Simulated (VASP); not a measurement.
Write the native input for VASP 6.6.1 that does the following.

| Quantity | Value |
| --- | --- |
| Task | single point |
| Functional | PBE |
| Potentials or basis | VASP PAW PBE potentials, release 64 (Li_sv, Sc_sv, Zn, C, N) |
| Cutoff | 520 eV |
| k mesh | 4 × 4 × 4 |
| Occupations | gaussian, width 0.02 eV |
| Spin | no spin polarisation |
| Dipole correction | no |
| Further INCAR settings | LREAL = Auto; ALGO = Normal; EDIFF = 1e-07; NBANDS = 53 |

The structure of LiScZnC6N6 lies in POSCAR:

```
LiScZnC6N6
1.0
    0.0000000000      5.6243522570      5.6243522570
    5.6243522570      0.0000000000      5.6243522570
    5.6243522570      5.6243522570      0.0000000000
Li Sc Zn C N
1 1 1 6 6
Direct
    0.2500000000      0.2500000000      0.2500000000
    0.0000000000      0.0000000000      0.0000000000
    0.5000000000      0.5000000000      0.5000000000
    0.7944958933      0.2055041067      0.2055041067
    0.7944958933      0.2055041067      0.7944958933
    0.7944958933      0.7944958933      0.2055041067
    0.2055041067      0.7944958933      0.7944958933
    0.2055041067      0.7944958933      0.2055041067
    0.2055041067      0.2055041067      0.7944958933
    0.6907589305      0.3092410695      0.3092410695
    0.6907589305      0.3092410695      0.6907589305
    0.6907589305      0.6907589305      0.3092410695
    0.3092410695      0.6907589305      0.6907589305
    0.3092410695      0.6907589305      0.3092410695
    0.3092410695      0.3092410695      0.6907589305
```

These files were run (other wordings do the same):

INCAR

```
SYSTEM = LiScZnC6N6
  PREC = Accurate
  ENCUT = 520
  EDIFF = 1E-7
  ISMEAR = 0
  SIGMA = 0.02
  LREAL = Auto
  LASPH = .TRUE.
  NELM = 100
  ALGO = Normal
  ISIF = 2
  LWAVE = .FALSE.
  LCHARG = .TRUE.
  GGA = PE
  LELF = .TRUE.
  LVHAR = .TRUE.
  NBANDS = 53
```

KPOINTS

```
Automatic mesh
0
G
  4 4 4
  0 0 0
```

Potentials or basis: VASP PAW PBE potentials, release 64 (Li_sv, Sc_sv, Zn, C, N).

The run is started by

```sh
$ cat potpaw_PBE.64/Li_sv/POTCAR potpaw_PBE.64/Sc_sv/POTCAR potpaw_PBE.64/Zn/POTCAR potpaw_PBE.64/C/POTCAR potpaw_PBE.64/N/POTCAR > POTCAR
$ mpirun -np 1 vasp_std > vasp.out
```

It gave:

| Property | Result |
| --- | --- |
| Largest force | 0.404 eV/Å |
| Band gap on the k mesh | 3.43 eV (least direct gap 3.51 eV) |

Wall time 8.7 min on 1 thread of Oxide Virtual Turin-like Processor, with other jobs on the host, peak memory 0.51 GiB.
